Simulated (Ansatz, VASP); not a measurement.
## Two plane-wave programs on GaN

The input POSCAR:

```
GaN
1.0
    2.6955546006      0.0000000000      0.0000000000
    0.0000000000      2.6955546006      0.0000000000
    0.0000000000      0.0000000000      2.6955546006
Ga N
1 1
Direct
    0.0000000000      0.0000000000      0.0000000000
    0.5000000000      0.5000000000      0.5000000000
```

Contents of INCAR.step1:

```
SYSTEM = GaN
PREC     = Accurate       ! precision mode
ENCUT    = 520            ! plane-wave cutoff, eV
EDIFF    = 1E-5           ! SCF threshold, eV
ISMEAR   = -1             ! smearing method
SIGMA    = 0.02           ! smearing width, eV
LREAL    = .False.        ! projectors in reciprocal space
LASPH    = .True.         ! aspherical terms in the spheres
NELM     = 120            ! most SCF steps
ALGO     = Normal         ! electronic algorithm
ISIF     = 2              ! what is computed and relaxed
LWAVE    = .True.         ! write WAVECAR
NBANDS   = 16             ! bands
GGA      = PE             ! functional
GGA_COMPAT= .False.
```

Contents of INCAR.step2:

```
SYSTEM = GaN
PREC     = Accurate       ! precision mode
ENCUT    = 520            ! plane-wave cutoff, eV
EDIFF    = 1E-6           ! SCF threshold, eV
ISMEAR   = -1             ! smearing method
SIGMA    = 0.02           ! smearing width, eV
LREAL    = .False.        ! projectors in reciprocal space
LASPH    = .True.         ! aspherical terms in the spheres
NELM     = 120            ! most SCF steps
ALGO     = Normal         ! electronic algorithm
ISIF     = 2              ! what is computed and relaxed
LWAVE    = .False.        ! write WAVECAR
LCHARG   = .True.         ! write CHGCAR
GGA      = PE             ! functional
LHFCALC  = .True.         ! exact exchange
AEXX     = 0.1            ! exact-exchange fraction
HFSCREEN = 0.2078         ! screening, 1/A
PRECFOCK = Normal       
LELF     = .True.         ! ELF
LVHAR    = .True.       
NBANDS   = 16             ! bands
ISTART   = 1            
GGA_COMPAT= .False.
```

The input KPOINTS:

```
Automatic mesh
0
Gamma
  4 4 4
  0 0 0
```

Input for Ansatz:

```yaml
crystal:
  lattice:
    - [2.6955546006, 0.0, 0.0]
    - [0.0, 2.6955546006, 0.0]
    - [0.0, 0.0, 2.6955546006]
  atoms:
    - { symbol: Ga, position: [0.0, 0.0, 0.0] }
    - { symbol: "N", position: [0.5, 0.5, 0.5] }
kpoints:
  mp_grid: { grid: [4, 4, 4] }
hamiltonian:
  xc:
    exchange: pbe
    correlation: pbe
    exx: { coeff: 0.1, omega: 0.2078 }
scf:
  occupations: { method: fermi_dirac, width: 0.02 }
  n_extra_bands: 4
output:
  forces: true
  stress: true
  eigenvalues: true
```

Alike in both runs: task single point; functional PBE-based screened hybrid; k mesh 4 × 4 × 4; occupations fermi-dirac, width 0.02 eV; no spin polarisation.

```csv
,VASP,Ansatz
version,VASP 6.6.1,Ansatz 0.2.0
potentials or method,"VASP PAW PBE potentials, release 64 (Ga_d, N)",plane waves
plane-wave cutoff (eV),520,420
valence electrons in the cell,18,18
```

|  | VASP | Ansatz | Ansatz less VASP |
| --- | --- | --- | --- |
| pressure (GPa) | 4.9 | 4.2 | -0.68 |

VASP's potentials were made for PBE, not for PBE-based screened hybrid. The functional is the same, so the differences come from potentials, cutoffs and numerics. Ansatz's warnings: filled band counts differ across k points, stress exchange threshold loose, stress scf threshold loose.

The k mesh is coarse, so the values compare programs but aren't converged.
